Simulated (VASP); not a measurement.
# ReSe (Fm-3m) in VASP: notebook, part 2 of 2

VASP 6.6.1. The steps go on from the part before.

**3. Single point, r2SCAN, collinear spin (18.72 Å³/atom)**

This run uses another cell than the first one, of 18.72 Å³/atom.

The input, POSCAR:

```
ReSe
1.0
    0.0000000000      2.6552431021      2.6552431021
    2.6552431021      0.0000000000      2.6552431021
    2.6552431021      2.6552431021      0.0000000000
Re Se
1 1
Direct
    0.5000000000      0.5000000000      0.5000000000
    0.0000000000      0.0000000000      0.0000000000
```

The input, INCAR.step1:

```
ALGO = Normal ; EDIFF = 1E-4
ENCUT = 520 ; GGA = PE
ISMEAR = 0 ; ISPIN = 2
LASPH = T ; LCHARG = F
LMAXMIX = 4 ; LREAL = F
LWAVE = T ; MAGMOM = 2.01 0
NBANDS = 18 ; NELM = 150
PREC = Accurate ; SIGMA = 0.05
```

The input, INCAR.step2:

```
ALGO = Normal ; EDIFF = 1E-6
ENCUT = 520 ; ISIF = 2
ISMEAR = 0 ; ISPIN = 2
ISTART = 1 ; LASPH = T
LCHARG = F ; LMAXMIX = 4
LMIXTAU = T ; LORBIT = 11
LREAL = F ; LWAVE = F
MAGMOM = 2.01 0 ; METAGGA = R2SCAN
NBANDS = 18 ; NELM = 150
PREC = Accurate ; SIGMA = 0.05
```

The input, KPOINTS:

```
k-points
0
Gamma
  12 12 12
```

Potentials or basis: VASP PAW PBE potentials, release 64 (Re, Se).

The run is started by

```sh
cat potpaw_PBE.64/Re/POTCAR potpaw_PBE.64/Se/POTCAR > POTCAR
cp INCAR.step1 INCAR
mpirun -np 1 vasp_std > vasp.out
cp INCAR.step2 INCAR
mpirun -np 1 vasp_std > vasp.out
```

OUTCAR:

```text
EDIFF = 1E-6
   ENCUT = 520
   ISIF = 2
   ISMEAR = 0
   ISPIN = 2
   ISTART = 1
   LASPH = T
   LORBIT = 11
   LREAL = F
   METAGGA = R2SCAN
   NELM = 150
   PREC = Accurate

 ion  position               nearest neighbor table
   1  0.500  0.500  0.500-   2 2.66   2 2.66   2 2.66   2 2.66   2 2.66   2 2.66
   2  0.000  0.000  0.000-   1 2.66   1 2.66   1 2.66   1 2.66   1 2.66   1 2.66

  LATTYP: Found a face centered cubic cell.
 ALAT       =     5.3104862042

  Lattice vectors:

 A1 = (   0.0000000000,   2.6552431021,   2.6552431021)
 A2 = (   2.6552431021,   0.0000000000,   2.6552431021)
 A3 = (   2.6552431021,   2.6552431021,   0.0000000000)

Analysis of symmetry for initial positions (statically):
=====================================================================
 Subroutine PRICEL returns:
 Original cell was already a primitive cell.

[... 702 lines left out ...]
      1      -9.9223      1.00000
      2       4.1785      1.00000
      3       4.1785      1.00000
      4       4.1785      1.00000
      5       5.4538      1.00000
      6       5.4538      1.00000
[... 493 lines left out ...]
     17      24.1801      0.00000
     18      26.4473      0.00000

 [... further k-points ...]

------------------------ aborting loop because EDIFF is reached ----------------------------------------

  FORCE on cell =-STRESS in cart. coord.  units (eV):
  Direction    XX          YY          ZZ          XY          YZ          ZX
  --------------------------------------------------------------------------------------
  -------------------------------------------------------------------------------------
  Total       -0.9561760     -0.9561760     -0.9561760      0.0000000     -0.0000000     -0.0000000
  in kB      -40.9171658    -40.9171658    -40.9171658      0.0000000     -0.0000000     -0.0000000
  external PRESSURE =     -40.9171658 kB  Pullay stress =       0.0000000 kB

 VOLUME and BASIS-vectors are now :
 -----------------------------------------------------------------------------
  energy-cutoff  :      520.00
  volume of cell :       37.44
      direct lattice vectors                 reciprocal lattice vectors
     0.000000000  2.655243102  2.655243102    -0.188306675  0.188306675  0.188306675
     2.655243102  0.000000000  2.655243102     0.188306675 -0.188306675  0.188306675
     2.655243102  2.655243102  0.000000000     0.188306675  0.188306675 -0.188306675

 POSITION                                       TOTAL-FORCE (eV/Angst)
 -----------------------------------------------------------------------------------
      2.65524      2.65524      2.65524        -0.000000      0.000000      0.000000
      0.00000      0.00000      0.00000         0.000000     -0.000000     -0.000000
 -----------------------------------------------------------------------------------
    total drift:                                0.000000      0.000000      0.000000

  FREE ENERGIE OF THE ION-ELECTRON SYSTEM (eV)
  ---------------------------------------------------
  free  energy   TOTEN  =       -64.3817775539 eV

  energy  without entropy=      -64.3795261112  energy(sigma->0) =      -64.38065183

 total charge

# of ion       s       p       d       tot
------------------------------------------
    1        0.448   0.307   4.891   5.646
    2        1.429   2.368   0.125   3.923
--------------------------------------------------
tot          1.878   2.675   5.017   9.569

 magnetization (x)

# of ion       s       p       d       tot
------------------------------------------
    1        0.126   0.020   2.245   2.391
    2        0.016  -0.005   0.019   0.029
--------------------------------------------------
tot          0.142   0.016   2.263   2.421
```

It took 2.8 min on 1 thread of Intel Xeon 6975P-C (Granite Rapids), shared host; peak memory 0.24 GiB.

What came out:

| Item | Value |
| --- | --- |
| Free energy | -64.3818 eV |
| Pressure | -4.1 GPa |
| Net moment | 2.47 μB per cell |
| Site moments | Re +2.39; Se +0.03 μB |
| Valence electrons inside the program's atomic spheres | Re 5.65; Se 3.92 |

Caveat: the cell stands under tension; the PAW data sets were made with another functional, which shifts forces and pressure a little.
